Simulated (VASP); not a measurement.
Write the native input for VASP 6.6.1 that does the following.

| Quantity | Value |
| --- | --- |
| Task | single point |
| Functional | PBE |
| Potentials or basis | VASP PAW PBE potentials, release 64 (Cd, Zn, N) |
| Cutoff | 520 eV |
| k mesh | 9 × 9 × 5 |
| Occupations | fermi-dirac, width 0.05 eV |
| Spin | no spin polarisation |
| Dipole correction | no |
| Further INCAR settings | ALGO = Normal; EDIFF = 1e-06; NBANDS = 31 |

The structure of Zn2CdN2 lies in POSCAR:

```
Zn2CdN2
1.0
    3.4684690724      0.0000000000      0.0000000000
   -1.7342345362      3.0037823289      0.0000000000
    0.0000000000      0.0000000000      6.1113010189
Cd Zn N
1 2 2
Direct
    0.0000000000      0.0000000000      0.5000000000
    0.3333333333      0.6666666667      0.8518700000
    0.6666666667      0.3333333333      0.1481300000
    0.3333333333      0.6666666667      0.2339370000
    0.6666666667      0.3333333333      0.7660630000
```

These files were run (other wordings do the same):

INCAR

```
SYSTEM = Zn2CdN2
PREC     = Accurate       ! precision mode
ENCUT    = 520            ! plane-wave cutoff, eV
EDIFF    = 1E-6           ! SCF threshold, eV
ISMEAR   = -1             ! smearing method
SIGMA    = 0.05           ! smearing width, eV
LREAL    = .False.        ! projectors in reciprocal space
LASPH    = .True.         ! aspherical terms in the spheres
NELM     = 100            ! most SCF steps
ALGO     = Normal         ! electronic algorithm
ISIF     = 2              ! what is computed and relaxed
LWAVE    = .False.        ! write WAVECAR
LCHARG   = .False.        ! write CHGCAR
GGA      = PE             ! functional
NBANDS   = 31             ! bands
```

KPOINTS

```
regular mesh
0
Gamma
  9 9 5
  0 0 0
```

Potentials or basis: VASP PAW PBE potentials, release 64 (Cd, Zn, N).

Launch:

```console
$ cat potpaw_PBE.64/Cd/POTCAR potpaw_PBE.64/Zn/POTCAR potpaw_PBE.64/N/POTCAR > POTCAR
$ mpirun -np 1 vasp_std > vasp.out
```

It gave:

```
Pressure               : -0.2 GPa
Largest force          : 0.009 eV/Å
Band gap on the k mesh : zero (band 23 reaches 3.03 eV, above the bottom of band 24 at 2.82 eV)
```

Wall time 92 s on 1 thread of Oxide Virtual Turin-like Processor, with other jobs on the host, peak memory 0.21 GiB.
